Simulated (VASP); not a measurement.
A run of VASP 6.6.1 is set up as follows.

File INCAR:

```
SYSTEM = Br
PREC = Accurate
ENCUT = 520
EDIFF = 1E-6
ISMEAR = -1
SIGMA = 0.06122561905347299
LREAL = .FALSE.
LASPH = .TRUE.
NELM = 60
ALGO = Normal
ISIF = 2
LWAVE = .FALSE.
LCHARG = .FALSE.
GGA = PE
NBANDS = 10
```

KPOINTS

```
regular mesh
0
G
  20 20 20
  0 0 0
```

POSCAR

```
Br
1.0
    0.0000000000      2.3153871632      2.3153871632
    2.3153871632      0.0000000000      2.3153871632
    2.3153871632      2.3153871632      0.0000000000
Br
1
Direct
    0.0000000000      0.0000000000      0.0000000000
```

Potentials or basis: VASP PAW PBE potentials, release 64 (Br).

The run is started by

```bash
$ cat potpaw_PBE.64/Br/POTCAR > POTCAR
$ mpirun -np 1 vasp_std > vasp.out
```

(1) Estimate the pressure.

## Answers

(1) 2.0 GPa.

Caveat: an odd number of electrons without spin polarisation forces a metal; a magnetic or distorted state may lie lower.
